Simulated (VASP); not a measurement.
AlFe3B:

```
Fe Al B
1.0
     3.82232    0.00000    0.00000
     0.00000    3.82232    0.00000
     0.00000    0.00000    3.82232
Fe Al B
3 1 1
Direct
  0.00000 0.00000 0.50000
  0.00000 0.50000 0.00000
  0.50000 0.00000 0.00000
  0.50000 0.50000 0.50000
  0.00000 0.00000 0.00000
```

Program: VASP 6.6.1. Alike in all runs: task single point; level PBEsol; potentials or basis VASP PAW PBE potentials, release 64 (Fe, Al, B); cell as given; k mesh 7 × 7 × 7; cutoff (eV) 520; smearing fermi-dirac 0.05 eV. Hardware: 1 thread of Intel(R) Xeon(R) Platinum 8259CL CPU @ 2.50GHz (Skylake/Cascade Lake) (shared host).

Q: Order these runs on this cell by their wall time, lowest first.
A. spin collinear, ferrimagnetic start
B. spin off
C. spin collinear, ferromagnetic start

A: B (32 s), C (79 s), A (300 s).

Caveats: the moment fell far below its start of 4.5 μB, so a state of higher moment may lie lower in energy (some runs).
